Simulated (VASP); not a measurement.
# PtS2 (P-3m1) in VASP: a series of runs, part 2 of 2

VASP 6.6.1.

### 4 Single point, PBE

This run uses another cell than the first one, of 26.34 Å³/atom.

The input, INCAR:

```
SYSTEM = PtS2
PREC     = Accurate       ! precision mode
ENCUT    = 520            ! plane-wave cutoff, eV
EDIFF    = 1E-6           ! SCF threshold, eV
ISMEAR   = 0              ! smearing method
SIGMA    = 0.05           ! smearing width, eV
LREAL    = .FALSE.        ! projectors in reciprocal space
LASPH    = .TRUE.         ! aspherical terms in the spheres
NELM     = 80             ! most SCF steps
ALGO     = Normal         ! electronic algorithm
ISIF     = 2              ! what is computed and relaxed
LWAVE    = .FALSE.        ! write WAVECAR
LCHARG   = .FALSE.        ! write CHGCAR
GGA      = PE             ! functional
NBANDS   = 18             ! bands
```

The input, KPOINTS:

```
regular mesh
0
G
  9 9 4
  0 0 0
```

The input, POSCAR:

```
PtS2
1.0
    3.7018000000      0.0000000000      0.0000000000
   -1.8509000000      3.2058528397      0.0000000000
    0.0000000000      0.0000000000      6.6591000000
Pt S
1 2
Direct
    0.0000000000      0.0000000000      0.0000000000
    0.3333333333      0.6666666667      0.1741842110
    0.6666666667      0.3333333333      0.8258157890
```

Potentials or basis: VASP PAW PBE potentials, release 64 (Pt, S).

Launch:

```console
$ cat potpaw_PBE.64/Pt/POTCAR potpaw_PBE.64/S/POTCAR > POTCAR
$ mpirun -np 1 vasp_std > vasp.out
```

OUTCAR:

```text
SYSTEM = PtS2
   PREC = Accurate
   ENCUT = 520
   EDIFF = 1E-6
   ISMEAR = 0
   LREAL = .FALSE.
   LASPH = .TRUE.
   NELM = 80
   ISIF = 2
   GGA = PE

 ion  position               nearest neighbor table
   1  0.000  0.000  0.000-   2 2.43   3 2.43   2 2.43   3 2.43   3 2.43   2 2.43
   2  0.333  0.667  0.174-   1 2.43   1 2.43   1 2.43
   3  0.667  0.333  0.826-   1 2.43   1 2.43   1 2.43

  LATTYP: Found a hexagonal cell.
 ALAT       =     3.7018000000
 C/A-ratio  =     1.7988816252

  Lattice vectors:

 A1 = (   3.7018000000,   0.0000000000,   0.0000000000)
 A2 = (  -1.8509000000,   3.2058528397,   0.0000000000)
 A3 = (   0.0000000000,   0.0000000000,   6.6591000000)

Analysis of symmetry for initial positions (statically):
=====================================================================
 Subroutine PRICEL returns:
 Original cell was already a primitive cell.

 Routine SETGRP: Setting up the symmetry group for a
 hexagonal supercell.

 Subroutine GETGRP returns: Found 12 space group operations
[... 160 lines left out ...]
  ---------------------------------------------------
  ext. energy  EPLUGINS =         0.00000000
  ---------------------------------------------------
  free energy    TOTEN  =       -15.36949032 eV

  energy without entropy =      -15.36949032  energy(sigma->0) =      -15.36949032

 E-fermi :   2.5641     XC(G=0):  -8.3758

 val. band max:        2.2870217455   @ k =   0.1111   0.1111   0.0000
 cond. band min:       3.6792983564   @ k =   0.0000   0.2222   0.2500
 fundamental gap:      1.3922766110
 Fermi energy:         2.5640694694

 k-point     1 :       0.0000    0.0000    0.0000
  band No.  band energies     occupation
      1     -11.6675      2.00000
      2      -9.3512      2.00000
      3      -3.3667      2.00000
      4      -3.3667      2.00000
      5      -2.6806      2.00000
      6      -0.5948      2.00000
[... 481 lines left out ...]
      5      -2.3322      2.00000
      6      -1.4958      2.00000
[... 10 lines left out ...]
     17      11.4679      0.00000
     18      12.2594      0.00000

 [... further k-points ...]
[... 5 lines left out ...]
  --------------------------------------------------------------------------------------
  -------------------------------------------------------------------------------------
  Total       -2.7514834     -2.7514834     -0.1308305      0.0000000      0.0000000      0.0000000
  in kB      -55.7834548    -55.7834548     -2.6524527      0.0000000      0.0000000      0.0000000
  external PRESSURE =     -38.0731207 kB  Pullay stress =       0.0000000 kB

 VOLUME and BASIS-vectors are now :
 -----------------------------------------------------------------------------
  energy-cutoff  :      520.00
  volume of cell :       79.03
      direct lattice vectors                 reciprocal lattice vectors
     3.701800000  0.000000000  0.000000000     0.270138851  0.155964739  0.000000000
    -1.850900000  3.205852840  0.000000000     0.000000000  0.311929477  0.000000000
     0.000000000  0.000000000  6.659100000     0.000000000  0.000000000  0.150170443

 POSITION                                       TOTAL-FORCE (eV/Angst)
 -----------------------------------------------------------------------------------
      0.00000      0.00000      0.00000        -0.000000      0.000000      0.000000
     -0.00000      2.13724      1.15991         0.000000      0.000000     -0.030890
      1.85090      1.06862      5.49919        -0.000000     -0.000000      0.030890
 -----------------------------------------------------------------------------------
    total drift:                               -0.000000     -0.000000     -0.000000

  FREE ENERGIE OF THE ION-ELECTRON SYSTEM (eV)
  ---------------------------------------------------
  free  energy   TOTEN  =       -15.3694903239 eV

  energy  without entropy=      -15.3694903239  energy(sigma->0) =      -15.36949032
```

Run time: 54 s. Hardware: 1 thread of Intel Xeon 8259CL, shared host; peak memory 0.22 GiB.

What came out:

```yaml
Free_energy: -15.3695 eV
Pressure: -3.8 GPa
Largest_force: 0.031 eV/Å
Band_gap_on_the_k_mesh: 1.39 eV (least direct gap 1.43 eV)
```

Forces on the atoms (eV/Å):
```
Pt   0.000  0.000  0.000
S    0.000  0.000 -0.031
S    0.000  0.000  0.031
```

Levels at points of the mesh, in eV from the valence-band top:
```tsv
k point	band 9	band 10	band 11	band 12	band 13	band 14
(0.00, 0.00, 0.00)	-0.61	-0.61	-0.43	2.85	2.85	4.90
(0.00, 0.00, 0.50)	-0.71	-0.62	-0.62	2.87	2.87	5.75
```

Caveat: the cell stands under tension; spin-orbit coupling is left out, which moves the levels of the heavy elements; an odd mesh through Γ misses points on the zone boundary, where band edges can lie; this functional lacks dispersion, which binds the layers, so the pressure and a relaxed spacing across them are unreliable.

### 5 Overview

```csv
cell,gap on the mesh (eV),pressure (GPa),largest force (eV/Å)
"a = 3.702, b = 3.702, c = 6.497 Å, angles 90.0, 90.0, 120.0°, 3 atoms, atomic positions A",1.35,-3.9,0.03
"a = 3.827, b = 3.827, c = 6.172 Å, angles 90.0, 90.0, 120.0°, 3 atoms, atomic positions A",1.10,-6.9,0.02
"a = 3.702, b = 3.702, c = 6.659 Å, angles 90.0, 90.0, 120.0°, 3 atoms, atomic positions B",1.39,-3.8,0.03
```

Alike in all rows: task single point; level PBE; potentials or basis VASP PAW PBE potentials, release 64 (Pt, S); no spin polarisation; k mesh 9 × 9 × 4; cutoff (eV) 520; smearing gaussian 0.05 eV.

Caveats: the cell stands under tension; spin-orbit coupling is left out, which moves the levels of the heavy elements; an odd mesh through Γ misses points on the zone boundary, where band edges can lie; this functional lacks dispersion, which binds the layers, so the pressure and a relaxed spacing across them are unreliable.

Total energies depend on the potentials used, so only differences within one code and one set of settings carry meaning.
